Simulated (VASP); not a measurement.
# SiO2 (P4_2/mnm) in VASP: notebook, part 2 of 3

VASP 6.6.1. Earlier steps stand in the parts before.

**3. Single point, r2SCAN**

This run uses another cell than the first one, of 7.79 Å³/atom.

POSCAR

```
SiO2
1.0
    4.1851887986      0.0000000000      0.0000000000
    0.0000000000      4.1851887986      0.0000000000
    0.0000000000      0.0000000000      2.6688398910
Si O
2 4
Direct
    0.0000000000      0.0000000000      0.0000000000
    0.5000000000      0.5000000000      0.5000000000
    0.3061010090      0.3061010090      0.0000000000
    0.1938989910      0.8061010090      0.5000000000
    0.8061010090      0.1938989910      0.5000000000
    0.6938989910      0.6938989910      0.0000000000
```

INCAR.step1

```
PREC = Accurate
ENCUT = 520
ISMEAR = -1
SIGMA = 0.02
LREAL = F
LASPH = T
NELM = 100
NBANDS = 25
GGA = PE
ALGO = Normal
EDIFF = 1E-4
LWAVE = T
LCHARG = F
```

INCAR.step2

```
PREC = Accurate
ENCUT = 520
EDIFF = 1E-7
ISMEAR = -1
SIGMA = 0.02
LREAL = F
LASPH = T
NELM = 100
ALGO = Normal
ISIF = 2
LWAVE = F
LCHARG = F
METAGGA = R2SCAN
LMIXTAU = T
NBANDS = 25
ISTART = 1
```

KPOINTS

```
Automatic mesh
0
Gamma
  6 6 8
```

Potentials or basis: VASP PAW PBE potentials, release 64 (Si, O).

Launch:

```console
> cat potpaw_PBE.64/Si/POTCAR potpaw_PBE.64/O/POTCAR > POTCAR
> cp INCAR.step1 INCAR
> mpirun -np 1 vasp_std > vasp.out
> cp INCAR.step2 INCAR
> mpirun -np 1 vasp_std > vasp.out
```

OUTCAR:

```text
PREC = Accurate
   ENCUT = 520
   EDIFF = 1E-7
   ISMEAR = -1
   LREAL = F
   LASPH = T
   NELM = 100
   ISIF = 2
   METAGGA = R2SCAN
   ISTART = 1

 ion  position               nearest neighbor table
   1  0.000  0.000  0.000-   4 1.76   5 1.76   4 1.76   5 1.76   3 1.81   6 1.81
   2  0.500  0.500  0.500-   3 1.76   6 1.76   3 1.76   6 1.76   5 1.81   4 1.81
   3  0.306  0.306  0.000-   2 1.76   2 1.76   1 1.81
   4  0.194  0.806  0.500-   1 1.76   1 1.76   2 1.81
   5  0.806  0.194  0.500-   1 1.76   1 1.76   2 1.81
   6  0.694  0.694  0.000-   2 1.76   2 1.76   1 1.81

  LATTYP: Found a simple tetragonal cell.
 ALAT       =     4.1851887986
 C/A-ratio  =     0.6376868570

  Lattice vectors:

 A1 = (   4.1851887986,   0.0000000000,   0.0000000000)
 A2 = (   0.0000000000,   4.1851887986,   0.0000000000)
 A3 = (   0.0000000000,   0.0000000000,   2.6688398910)

Analysis of symmetry for initial positions (statically):
=====================================================================
 Subroutine PRICEL returns:
 Original cell was already a primitive cell.

 Routine SETGRP: Setting up the symmetry group for a
 simple tetragonal supercell.

 Subroutine GETGRP returns: Found 16 space group operations
 (whereof  8 operations were pure point group operations)
 out of a pool of 16 trial point group operations.

The static configuration has the point symmetry D_2h.
 The point group associated with its full space group is D_4h.

Analysis of symmetry for dynamics (positions and initial velocities):
=====================================================================
 Subroutine PRICEL returns:
 Original cell was already a primitive cell.

 Routine SETGRP: Setting up the symmetry group for a
 simple tetragonal supercell.

 Subroutine GETGRP returns: Found 16 space group operations
 (whereof  8 operations were pure point group operations)
 out of a pool of 16 trial point group operations.

The dynamic configuration has the point symmetry D_2h.
 The point group associated with its full space group is D_4h.

 Subroutine INISYM returns: Found 16 space group operations
 (whereof  8 operations are pure point group operations),
 and found     1 'primitive' translations

----------------------------------------------------------------------------------------

                                     Primitive cell

  volume of cell :      46.7469

  direct lattice vectors                    reciprocal lattice vectors
     4.185188799  0.000000000  0.000000000     0.238937847  0.000000000  0.000000000
     0.000000000  4.185188799  0.000000000     0.000000000  0.238937847  0.000000000
     0.000000000  0.000000000  2.668839891     0.000000000  0.000000000  0.374694639

  length of vectors
     4.185188799  4.185188799  2.668839891     0.238937847  0.238937847  0.374694639

  position of ions in fractional coordinates (direct lattice)
     0.000000000  0.000000000  0.000000000
     0.500000000  0.500000000  0.500000000
     0.306101009  0.306101009  0.000000000
     0.193898991  0.806101009  0.500000000
     0.806101009  0.193898991  0.500000000
     0.693898991  0.693898991  0.000000000

[... 34 lines left out ...]

 Following reciprocal coordinates:
            Coordinates               Weight
  0.000000  0.000000  0.000000      1.000000
  0.166667  0.000000  0.000000      4.000000
  0.333333  0.000000  0.000000      4.000000
  0.500000  0.000000  0.000000      2.000000
  0.166667  0.166667  0.000000      4.000000
  0.333333  0.166667  0.000000      8.000000
[... 16 lines left out ...]
  0.333333  0.000000  0.250000      8.000000
  0.500000  0.000000  0.250000      4.000000
 [... further k-points ...]
   k-points           NKPTS =     50   k-points in BZ     NKDIM =     50   number of bands    NBANDS=     25
   number of dos      NEDOS =    301   number of ions     NIONS =      6
   total plane-waves  NPLWV =  20480
   dimension x,y,z NGX =    32 NGY =   32 NGZ =   20
   dimension x,y,z NGXF=    64 NGYF=   64 NGZF=   40
   ions per type =               2   4
   NGX,Y,Z   is equivalent  to a cutoff of  12.71, 12.71, 12.46 a.u.
   NGXF,Y,Z  is equivalent  to a cutoff of  25.42, 25.42, 24.92 a.u.
 SYSTEM =  unknown system
   PREC   = accura    normal or accurate (medium, high low for compatibility)
   ISTART =      1    job   : 0-new  1-cont  2-samecut
   ICHARG =      0    charge: 1-file 2-atom 10-const
   ISPIN  =      1    spin polarized calculation?
   LNONCOLLINEAR =      F non collinear calculations
   LSORBIT =      F    spin-orbit coupling
   LASPH  =      T    aspherical Exc in radial PAW
   ENCUT  =  520.0 eV  38.22 Ry    6.18 a.u.   7.78  7.78  4.96*2*pi/ulx,y,z
   NELM   =    100;   NELMIN=  2; NELMDL=  0     # of ELM steps
   EDIFF  = 0.1E-06   stopping-criterion for ELM
   LREAL  =      F    real-space projection
   EDIFFG = 0.1E-05   stopping-criterion for IOM
   NSW    =      0    number of steps for IOM
   IBRION =     -1    ionic relax: 0-MD 1-quasi-New 2-CG
   NFREE  =      0    steps in history (QN), initial steepest desc. (CG)
   ISIF   =      2    stress and relaxation
   ISYM   =      2    0-nonsym 1-usesym 2-fastsym
   POTIM  = 0.5000    time-step for ionic-motion
   TEBEG  =    0.0;   TEEND  =   0.0 temperature during run
   PSTRESS=    0.0 pullay stress
   NELECT =      32.0000    total number of electrons
   NUPDOWN=      -1.0000    fix difference up-down
   EMIN   =  10.00;   EMAX   =-10.00  energy-range for DOS
   EFERMI =   0.00;   METHOD = LEGACY
   ISMEAR =    -1;   SIGMA  =   0.02  broadening in eV -4-tet -1-fermi 0-gaus
   EFERMI_NEDOS =   21; number of points for ismear=-14 and -15
   IALGO  =     38    algorithm
   IMIX   =      4    mixing-type and parameters
     AMIX     =   0.40;   BMIX     =  1.00
     AMIX_MAG =   1.60;   BMIX_MAG =  1.00
  volume/ion in A,a.u.               =       7.79        52.58
  Fermi-wavevector in a.u.,A,eV,Ry     =   1.442804  2.726504 28.323014  2.081683
  Thomas-Fermi vector in A             =   2.561283
   LORBIT       =      0    0 simple, 1 ext, 2 COOP (PROOUT), +10 PAW based schemes
   METAGGA = R2SCAN    functional components
   LHFCALC =     F    Hartree Fock is set to
   AEXX    =    0.0000 exact exchange contribution
   IVDW    =     0    specifies the selected vdW correction
   LEPSILON=     F    determine dielectric tensor
   LRPA    =     F    only Hartree local field effects (RPA)
 non-spin polarized calculation
  energy-cutoff  :      520.00
  volume of cell :       46.75
 maximum number of plane-waves:      1282
 NGX is ok and might be reduce to    32
   NGX = 15   NGY = 15   NGZ =  9

 number of electron      31.9999977 magnetization

 Free energy of the ion-electron system (eV)
  ---------------------------------------------------
  ext. energy  EPLUGINS =         0.00000000
  ---------------------------------------------------
  free energy    TOTEN  =       -58.78561296 eV

  energy without entropy =      -58.78561296  energy(sigma->0) =      -58.78561296

 E-fermi :   8.2880     XC(G=0): -12.8666

 val. band max:        7.7882053044   @ k =   0.0000   0.0000   0.0000
 cond. band min:      14.2971555219   @ k =   0.0000   0.0000   0.0000
 fundamental gap:      6.5089502175
 Fermi energy:         8.2880026734

 k-point     1 :       0.0000    0.0000    0.0000
  band No.  band energies     occupation
      1     -15.7435      2.00000
      2     -12.1600      2.00000
      3     -12.1600      2.00000
      4     -11.9008      2.00000
      5      -3.2429      2.00000
      6       1.2824      2.00000
[... 661 lines left out ...]
     24      21.8278      0.00000
     25      22.6213      0.00000

 [... further k-points ...]

------------------------ aborting loop because EDIFF is reached ----------------------------------------

  FORCE on cell =-STRESS in cart. coord.  units (eV):
  Direction    XX          YY          ZZ          XY          YZ          ZX
  --------------------------------------------------------------------------------------
  -------------------------------------------------------------------------------------
  Total        0.0319514      0.0319514      0.2939574     -0.0000000      0.0000000      0.0000000
  in kB        1.0950852      1.0950852     10.0749379     -0.0000000      0.0000000      0.0000000
  external PRESSURE =       4.0883694 kB  Pullay stress =       0.0000000 kB

 VOLUME and BASIS-vectors are now :
 -----------------------------------------------------------------------------
  energy-cutoff  :      520.00
  volume of cell :       46.75
      direct lattice vectors                 reciprocal lattice vectors
     4.185188799  0.000000000  0.000000000     0.238937847  0.000000000  0.000000000
     0.000000000  4.185188799  0.000000000     0.000000000  0.238937847  0.000000000
     0.000000000  0.000000000  2.668839891     0.000000000  0.000000000  0.374694639

 POSITION                                       TOTAL-FORCE (eV/Angst)
 -----------------------------------------------------------------------------------
      0.00000      0.00000      0.00000         0.000000     -0.000000      0.000000
      2.09259      2.09259      1.33442         0.000000     -0.000000      0.000000
      1.28109      1.28109      0.00000        -0.015183     -0.015183     -0.000000
      0.81150      3.37368      1.33442         0.015183     -0.015183      0.000000
      3.37368      0.81150      1.33442        -0.015183      0.015183      0.000000
      2.90410      2.90410      0.00000         0.015183      0.015183      0.000000
 -----------------------------------------------------------------------------------
    total drift:                                0.000000      0.000000     -0.000000

  FREE ENERGIE OF THE ION-ELECTRON SYSTEM (eV)
  ---------------------------------------------------
  free  energy   TOTEN  =       -58.7856129596 eV

  energy  without entropy=      -58.7856129596  energy(sigma->0) =      -58.78561296
```

Wall time 69 s (1 thread of Intel Xeon 6975P-C (Granite Rapids), shared host); peak memory 0.17 GiB.

What came out:

* Free energy: -58.7856 eV
* Pressure: 0.4 GPa
* Largest force: 0.021 eV/Å
* Band gap on the k mesh: 6.51 eV

Forces on the atoms (eV/Å):
```
Si   0.000  0.000  0.000
Si   0.000  0.000  0.000
O   -0.015 -0.015  0.000
O    0.015 -0.015  0.000
O   -0.015  0.015  0.000
O    0.015  0.015  0.000
```

Stress tensor (GPa, compression positive):
```
0.11 0.00 0.00
0.00 0.11 0.00
0.00 0.00 1.01
```

Levels at points of the mesh, in eV from the valence-band top:
```
           k point  band 14  band 15  band 16  band 17  band 18  band 19
(0.00, 0.00, 0.00)    -0.88    -0.88     0.00     6.51     7.64     9.47
(0.50, 0.00, 0.00)    -2.72    -1.08    -1.08     8.70     8.70    10.05
(0.50, 0.50, 0.00)    -2.68    -2.32    -2.32     8.39     8.39    11.05
(0.00, 0.00, 0.50)    -3.10    -2.71    -2.71    10.14    10.14    13.74
(0.50, 0.00, 0.50)    -2.31    -1.80    -1.80     9.81     9.81    10.88
(0.50, 0.50, 0.50)    -1.78    -1.60    -1.60     8.15     8.15    12.00
```

Caveat: the PAW data sets were made with another functional, which shifts forces and pressure a little.

[end of part 2 of 3]
